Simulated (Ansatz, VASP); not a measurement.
MgO: VASP beside Ansatz

```
Mg O
1.0
     3.30779    0.00000    0.00000
    -1.65389    2.86463    0.00000
     0.00000    0.00000    4.98288
Mg O
2 2
Direct
  0.33333 0.66667 0.00216
  0.66667 0.33333 0.50216
  0.33333 0.66667 0.40244
  0.66667 0.33333 0.90244
```

Alike in both runs: task relaxation of cell and atoms; functional r2SCAN; k mesh 12 × 12 × 6; occupations gaussian, width 0.02 eV; no spin polarisation.

```csv
,VASP,Ansatz
version,VASP 6.6.1,Ansatz 0.2.0
potentials or method,"VASP PAW PBE potentials, release 64 (Mg, O), cutoff 600 eV","scalar-relativistic, plane waves, PAW"
valence electrons in the cell,16,32
```

|  | VASP | Ansatz | Ansatz less VASP |
| --- | --- | --- | --- |
| gap on the k mesh at the Fermi level, each at its own relaxed structure (eV) | 4.24 | 4.22 | -0.016 |
| relaxed volume (Å³/atom) | 11.72 | 11.78 | +0.070 |
| relaxed cell length with the largest relative difference (Å) | 5.018 | 5.032 | +0.0143 |

VASP's potentials were made for PBE, not for r2SCAN. VASP's potentials hold 16 valence electrons a cell and Ansatz's 32, so a difference there can come from the potentials and not from the codes.
